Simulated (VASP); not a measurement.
# WO: single point with PBE+U

Crystal: WO.

```xyz
2
Lattice="0.0000 2.4129 2.4129 2.4129 0.0000 2.4129 2.4129 2.4129 0.0000" Properties=species:S:1:pos:R:3 pbc="T T T"
W     0.0000    0.0000    0.0000
O     1.2064    1.2064    1.2064
```

```yaml
Program: VASP 6.6.1
Task: single point
Functional: PBE
Potentials_or_basis: VASP PAW PBE potentials, release 64 (W_sv, O)
Cutoff: 520 eV
k_mesh: 10 × 10 × 10
Occupations: gaussian, width 0.02 eV
Spin: no spin polarisation
Hubbard_terms: W d U = 6.2 eV
```

```
Pressure               : -7.9 GPa
Band gap on the k mesh : zero (band 10 reaches 8.96 eV, above the bottom of band 11 at 7.96 eV)
```

Levels at points of the mesh, in eV from the Fermi level:
```csv
k point,band 8,band 9,band 10,band 11,band 12,band 13
"(0.00, 0.00, 0.00)",-7.69,-3.10,-0.20,-0.20,3.73,3.73
"(0.50, 0.00, 0.00)",-7.27,-0.49,0.15,0.15,2.73,2.78
"(0.50, 0.50, 0.00)",-6.48,-2.22,-0.41,1.09,2.41,2.41
```

Eigenvalues of the final occupation matrices:
```tsv
site	spin	trace	eigenvalues
site 1 d	1	1.53	0.27 0.27 0.27 0.37 0.37
site 1 d	2	1.53	0.27 0.27 0.27 0.37 0.37
```

Wall time 15 s on 1 thread of Intel(R) Xeon(R) 6975P-C (Granite Rapids) (shared host), peak memory 0.17 GiB.

Caveat: spin-orbit coupling is left out, which moves the levels of the heavy elements; U without spin polarisation on a metal has little footing.
